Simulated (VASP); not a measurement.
# Be4Te (P6/mmm) in VASP: a series of runs

The runs below take Be4Te through single point, relaxation of cell and atoms, with PBE.

All numbers are computed with VASP 6.6.1; they aren't measurements. Logs are shortened: lines on timing, memory, paths and dates and some standing lists are left out, and cuts for length are marked.

## 1. The cell of the first run

It takes space group P6/mmm (No. 191, hexagonal). The conventional cell has a = 4.287 Å, b = 4.287 Å, c = 5.002 Å, α = 90.00°, β = 90.00°, γ = 120.00°. Be (site symmetry mmm) has 6 Be at 2.14 Å within 2.8 Å. Be (site symmetry 6/mmm) has 6 Be at 2.14 Å and 2 Te at 2.50 Å within 2.8 Å. Within 3.3 Å of Te (site symmetry 6/mmm) lie 14 Be at 2.50 to 3.29 Å.

The cell was generated, and may not be a known phase.

## 2. Single point, PBE

Input file INCAR:

```
ALGO     = Normal         # electronic algorithm
EDIFF    = 1E-7           # SCF threshold, eV
ENCUT    = 520            # plane-wave cutoff, eV
GGA      = PE             # functional
ISIF     = 2              # what is computed and relaxed
ISMEAR   = 0              # smearing method
LASPH    = True           # aspherical terms in the spheres
LCHARG   = True           # write CHGCAR
LELF     = True           # ELF
LREAL    = False          # projectors in reciprocal space
LVHAR    = True         
LWAVE    = False          # write WAVECAR
NBANDS   = 15             # bands
NELM     = 100            # most SCF steps
PREC     = Accurate       # precision mode
SIGMA    = 0.1            # smearing width, eV
```

Input file KPOINTS:

```
k-points
0
Gamma
  6 6 4
```

Input file POSCAR:

```
Be4Te
1.0
    4.2868381807      0.0000000000      0.0000000000
   -2.1434190904      3.7125107664      0.0000000000
    0.0000000000      0.0000000000      5.0023201399
Be Te
4 1
Direct
    0.1666566322      0.8333433678      0.0000000000
    0.1666566322      0.3333132643      0.0000000000
    0.6666867357      0.8333433678      0.0000000000
    0.6666666667      0.3333333333      0.0000000000
    0.6666666667      0.3333333333      0.5000000000
```

Potentials or basis: VASP PAW PBE potentials, release 64 (Be, Te).

Launch:

```
cat potpaw_PBE.64/Be/POTCAR potpaw_PBE.64/Te/POTCAR > POTCAR
mpirun -np 1 vasp_std > vasp.out
```

OUTCAR:

```text
EDIFF = 1E-7
   ENCUT = 520
   GGA = PE
   ISIF = 2
   ISMEAR = 0
   LASPH = True
   LREAL = False
   NELM = 100
   PREC = Accurate

 ion  position               nearest neighbor table
   1  0.167  0.833  0.000-   3 2.14   2 2.14   4 2.14   4 2.14   3 2.14   2 2.14
   2  0.167  0.333  0.000-   3 2.14   1 2.14   4 2.14   4 2.14   3 2.14   1 2.14
   3  0.667  0.833  0.000-   2 2.14   1 2.14   4 2.14   4 2.14   2 2.14   1 2.14
   4  0.667  0.333  0.000-   1 2.14   1 2.14   2 2.14   2 2.14   3 2.14   3 2.14   5 2.50   5 2.50

   5  0.667  0.333  0.500-   4 2.50   4 2.50

  LATTYP: Found a hexagonal cell.
 ALAT       =     4.2868381807
 C/A-ratio  =     1.1669020217

  Lattice vectors:

 A1 = (   4.2868381807,   0.0000000000,   0.0000000000)
 A2 = (  -2.1434190904,   3.7125107664,   0.0000000000)
 A3 = (   0.0000000000,   0.0000000000,   5.0023201399)

Analysis of symmetry for initial positions (statically):
=====================================================================
 Subroutine PRICEL returns:
 Original cell was already a primitive cell.

 Routine SETGRP: Setting up the symmetry group for a
 hexagonal supercell.

 Subroutine GETGRP returns: Found 12 space group operations
 (whereof 12 operations were pure point group operations)
 out of a pool of 24 trial point group operations.

The static configuration has the point symmetry D_3h.

Analysis of symmetry for dynamics (positions and initial velocities):
=====================================================================
 Subroutine PRICEL returns:
 Original cell was already a primitive cell.

 Routine SETGRP: Setting up the symmetry group for a
 hexagonal supercell.

 Subroutine GETGRP returns: Found 12 space group operations
 (whereof 12 operations were pure point group operations)
 out of a pool of 24 trial point group operations.

The dynamic configuration has the point symmetry D_3h.

 Subroutine INISYM returns: Found 12 space group operations
 (whereof 12 operations are pure point group operations),
 and found     1 'primitive' translations

----------------------------------------------------------------------------------------

                                     Primitive cell

  volume of cell :      79.6116

  direct lattice vectors                    reciprocal lattice vectors
     4.286838181  0.000000000  0.000000000     0.233272160  0.134679744  0.000000000
    -2.143419090  3.712510766  0.000000000     0.000000000  0.269359488  0.000000000
[... 102 lines left out ...]
   ISMEAR =     0;   SIGMA  =   0.10  broadening in eV -4-tet -1-fermi 0-gaus
   EFERMI_NEDOS =   21; number of points for ismear=-14 and -15
   IALGO  =     38    algorithm
   IMIX   =      4    mixing-type and parameters
     AMIX     =   0.40;   BMIX     =  1.00
     AMIX_MAG =   1.60;   BMIX_MAG =  1.00
  volume/ion in A,a.u.               =      15.92       107.45
  Fermi-wavevector in a.u.,A,eV,Ry     =   0.917189  1.733236 11.445701  0.841235
  Thomas-Fermi vector in A             =   2.042129
   LORBIT       =      0    0 simple, 1 ext, 2 COOP (PROOUT), +10 PAW based schemes
   GGA     = PE    functional components
   LHFCALC =     F    Hartree Fock is set to
   AEXX    =    0.0000 exact exchange contribution
   IVDW    =     0    specifies the selected vdW correction
   LEPSILON=     F    determine dielectric tensor
   LRPA    =     F    only Hartree local field effects (RPA)
 non-spin polarized calculation
 Gauss-broadening in eV      SIGMA  =   0.10
  energy-cutoff  :      520.00
  volume of cell :       79.61
 maximum number of plane-waves:      2172
 NGX is ok and might be reduce to    32
   NGX = 15   NGY = 15   NGZ = 19

 number of electron      14.0000000 magnetization

 Free energy of the ion-electron system (eV)
  ---------------------------------------------------
  ext. energy  EPLUGINS =         0.00000000
  ---------------------------------------------------
  free energy    TOTEN  =       -16.05251456 eV

  energy without entropy =      -16.03921260  energy(sigma->0) =      -16.04586358

 E-fermi :   4.2568     XC(G=0):  -9.1056

 val. band max:        4.2443361650   @ k =   0.1667   0.1667   0.2500
 cond. band min:       4.2726883032   @ k =   0.0000   0.0000   0.5000
 fundamental gap:      0.0283521382
 Fermi energy:         4.2568170040

 k-point     1 :       0.0000    0.0000    0.0000
  band No.  band energies     occupation
      1      -7.4330      2.00000
      2      -1.3485      2.00000
      3      -0.5889      2.00000
      4       1.7038      2.00000
      5       1.7038      2.00000
      6       2.9193      2.00000
      7       5.4922      0.00000
      8       5.4922      0.00000
      9       6.9227      0.00000
     10       7.5961      0.00000
     11       8.1816      0.00000
     12       8.1816      0.00000
     13      11.3200      0.00000
     14      11.3200      0.00000
[... 347 lines left out ...]
      2      -2.0034      2.00000
      3      -0.3471      2.00000
      4      -0.3466      2.00000
      5       1.2567      2.00000
      6       1.2569      2.00000
      7       6.1779      0.00000
      8       6.1779      0.00000
      9       6.2388      0.00000
     10       7.9467      0.00000
     11       8.7122      0.00000
     12       8.7129      0.00000
     13      11.8170      0.00000
     14      13.0681      0.00000
     15      13.0682      0.00000

------------------------ aborting loop because EDIFF is reached ----------------------------------------

  FORCE on cell =-STRESS in cart. coord.  units (eV):
  Direction    XX          YY          ZZ          XY          YZ          ZX
  --------------------------------------------------------------------------------------
  -------------------------------------------------------------------------------------
  Total        0.1327121      0.1327121      0.0301847     -0.0000000     -0.0000000      0.0000000
  in kB        2.6708210      2.6708210      0.6074658     -0.0000000     -0.0000000      0.0000000
  external PRESSURE =       1.9830360 kB  Pullay stress =       0.0000000 kB

 VOLUME and BASIS-vectors are now :
 -----------------------------------------------------------------------------
  energy-cutoff  :      520.00
  volume of cell :       79.61
      direct lattice vectors                 reciprocal lattice vectors
     4.286838181  0.000000000  0.000000000     0.233272160  0.134679744  0.000000000
    -2.143419090  3.712510766  0.000000000     0.000000000  0.269359488  0.000000000
     0.000000000  0.000000000  5.002320140     0.000000000  0.000000000  0.199907237

 POSITION                                       TOTAL-FORCE (eV/Angst)
 -----------------------------------------------------------------------------------
     -1.07177      3.09380      0.00000         0.001357     -0.000784      0.000000
      0.00000      1.23743      0.00000        -0.000000      0.001567      0.000000
      1.07177      3.09380      0.00000        -0.001357     -0.000784      0.000000
      2.14342      1.23750      0.00000        -0.000000      0.000000     -0.000000
      2.14342      1.23750      2.50116        -0.000000      0.000000     -0.000000
 -----------------------------------------------------------------------------------
    total drift:                               -0.000000      0.000000      0.000000

  FREE ENERGIE OF THE ION-ELECTRON SYSTEM (eV)
  ---------------------------------------------------
  free  energy   TOTEN  =       -16.0525145636 eV

  energy  without entropy=      -16.0392125988  energy(sigma->0) =      -16.04586358
```

Wall time 13 s (1 thread of AMD EPYC 9R45 (Zen 5), shared host); peak memory 0.17 GiB.

Results:

* Free energy: -16.0525 eV
* Pressure: 0.2 GPa
* Band gap on the k mesh: zero (bands 7 and 8 overlap by 1.94 eV)

Levels at points of the mesh, in eV from the Fermi level:
```tsv
k point	band 4	band 5	band 6	band 7	band 8	band 9	band 10	band 11
(0.00, 0.00, 0.00)	-2.55	-2.55	-1.34	1.24	1.24	2.67	3.34	3.92
(0.50, 0.00, 0.00)	-3.84	-2.94	-1.57	-1.10	0.47	1.04	4.33	5.01
(0.00, 0.00, 0.50)	-1.74	-1.28	-0.44	-0.44	0.02	0.30	3.84	4.58
(0.50, 0.00, 0.50)	-3.72	-1.91	-1.87	-1.25	2.08	2.10	4.09	4.29
```

Caveat: spin-orbit coupling is left out, which moves the levels of the heavy elements.

## 3. Single point, PBE

This run uses another cell than the first one, of 15.77 Å³/atom.

Input file INCAR:

```
PREC = Accurate
ENCUT = 520
EDIFF = 1E-6
ISMEAR = 0
SIGMA = 0.1
LREAL = False
LASPH = True
NELM = 80
ALGO = Normal
ISIF = 2
LWAVE = False
LCHARG = False
GGA = PE
NBANDS = 15
```

Input file KPOINTS:

```
Automatic mesh
0
Gamma
  12 12 8
```

Input file POSCAR:

```
Be4Te
1.0
    4.3026583082      0.0000000000      0.0000000000
   -2.1513291541      3.7262113987      0.0000000000
    0.0000000000      0.0000000000      4.9188864675
Be Te
4 1
Direct
    0.5000000000      0.5000000000      0.0000000000
    0.5000000000      0.0000000000      0.0000000000
    0.0000000000      0.5000000000      0.0000000000
    0.0000000000      0.0000000000      0.0000000000
    0.0000000000      0.0000000000      0.5000000000
```

Potentials or basis: VASP PAW PBE potentials, release 64 (Be, Te).

Launch:

```
cat potpaw_PBE.64/Be/POTCAR potpaw_PBE.64/Te/POTCAR > POTCAR
mpirun -np 1 vasp_std > vasp.out
```

Run time: 41 s. Hardware: 1 thread of AMD EPYC 9R45 (Zen 5), shared host; peak memory 0.23 GiB.

It converged, with:

```yaml
Free_energy: -16.0761 eV
Pressure: 0.1 GPa
Band_gap_on_the_k_mesh: zero (bands 7 and 8 overlap by 2.24 eV)
```

Levels at points of the mesh, in eV from the Fermi level:
```csv
k point,band 3,band 4,band 5,band 6,band 7,band 8,band 9,band 10,band 11,band 12
"(0.00, 0.00, 0.00)",-4.95,-2.71,-2.71,-1.35,1.29,1.29,2.50,3.28,3.77,3.77
"(0.50, 0.00, 0.00)",-4.08,-4.00,-3.10,-1.59,-1.00,0.47,1.11,4.30,4.96,5.58
"(0.00, 0.00, 0.50)",-1.82,-1.82,-1.29,-0.57,-0.57,0.00,0.41,3.78,4.47,4.47
"(0.50, 0.00, 0.50)",-5.26,-3.81,-1.95,-1.95,-1.36,2.09,2.24,4.15,4.47,6.06
```

Caveat: spin-orbit coupling is left out, which moves the levels of the heavy elements.

## 4. Relaxation of cell and atoms, PBE

Input file INCAR:

```
SYSTEM = Be4Te
PREC = Accurate
ENCUT = 600
EDIFF = 1E-7
ISMEAR = 0
SIGMA = 0.1
LREAL = .False.
LASPH = .True.
NELM = 100
ALGO = Fast
ISIF = 3
LWAVE = .False.
LCHARG = .False.
GGA = PE
IBRION = 2
NSW = 100
EDIFFG = -0.01
```

Input file KPOINTS:

```
Automatic mesh
0
Gamma
  12 12 8
  0 0 0
```

POSCAR: that of step 3 with these lines changed.

```diff
@@ -2,5 +2,5 @@
 1.0
-    4.3026583082      0.0000000000      0.0000000000
-   -2.1513291541      3.7262113987      0.0000000000
-    0.0000000000      0.0000000000      4.9188864675
+    4.2868381807      0.0000000000      0.0000000000
+   -2.1434190904      3.7125107664      0.0000000000
+    0.0000000000      0.0000000000      5.0023201399
 Be Te
```

Launch:

```
cat potpaw_PBE.64/Be/POTCAR potpaw_PBE.64/Te/POTCAR > POTCAR
mpirun -np 1 vasp_std > vasp.out
```

Wall time 2.3 min (1 thread of AMD EPYC 9R45 (Zen 5), shared host); peak memory 0.27 GiB.

The run converged. Its results:

* Free energy: -16.0762 eV
* Relaxed volume: 15.79 Å³/atom
* Relaxed cell: a = 4.305 Å, b = 4.305 Å, c = 4.920 Å, α = 90.00°, β = 90.00°, γ = 120.00°
* Space group after relaxing (to 0.1 Å): P6/mmm (No. 191)
* Energy gained by relaxing: 2.1 meV/atom
* Ionic steps: 5
* Pressure after relaxing: 0.0 GPa
* Band gap on the k mesh: zero (bands 7 and 8 overlap by 2.24 eV)

The path:
```
step  energy change (eV)  largest force (eV/Å)  pressure (GPa)  volume (Å³)
   1              0.0000                0.0000           -0.24        79.61
   2             -0.0094                0.0000           -0.21        79.34
   3             -0.0105                0.0000           -0.19        79.21
   4             -0.0105                0.0000           -0.19        79.20
   5             -0.0107                0.0000           -0.01        78.96
```

Final structure:
```xyz
5
Lattice="4.3049 0.0000 0.0000 -2.1524 3.7281 0.0000 0.0000 0.0000 4.9200" Properties=species:S:1:pos:R:3 pbc="T T T"
Be    1.0762    1.8641    4.9200
Be    2.1524    0.0000    4.9200
Be   -1.0762    1.8641    4.9200
Be    0.0000    0.0000    4.9200
Te   -2.1524    3.7281    2.4600
```

Levels at points of the mesh, in eV from the Fermi level:
```csv
k point,band 3,band 4,band 5,band 6,band 7,band 8,band 9,band 10,band 11
"(0.00, 0.00, 0.00)",-4.95,-2.71,-2.71,-1.35,1.29,1.29,2.50,3.28,3.76
"(0.50, 0.00, 0.00)",-4.08,-3.99,-3.10,-1.59,-1.00,0.48,1.11,4.30,4.96
"(0.00, 0.00, 0.50)",-1.82,-1.82,-1.29,-0.57,-0.57,-0.01,0.41,3.78,4.46
"(0.50, 0.00, 0.50)",-5.26,-3.80,-1.95,-1.95,-1.36,2.09,2.24,4.15,4.47
```

Caveat: spin-orbit coupling is left out, which moves the levels of the heavy elements.

## 5. Overview

```csv
task,cell,k mesh,cutoff (eV),gap on the mesh (eV),pressure (GPa)
single point,"a = 4.287, b = 4.287, c = 5.002 Å, angles 90.0, 90.0, 120.0°, 5 atoms",6 × 6 × 4,520,none,0.2
single point,"a = 4.303, b = 4.303, c = 4.919 Å, angles 90.0, 90.0, 120.0°, 5 atoms",12 × 12 × 8,520,none,0.1
relaxation of cell and atoms,"relaxed from a = 4.287, b = 4.287, c = 5.002 Å, angles 90.0, 90.0, 120.0°, 5 atoms",12 × 12 × 8,600,none,0.0
```

Alike in all rows: level PBE; potentials or basis VASP PAW PBE potentials, release 64 (Be, Te); no spin polarisation; smearing gaussian 0.1 eV.

Caveats: spin-orbit coupling is left out, which moves the levels of the heavy elements.

Total energies depend on the potentials used, so only differences within one code and one set of settings carry meaning.

The gap in the log of VASP goes by the Fermi energy; the results here count the filled bands.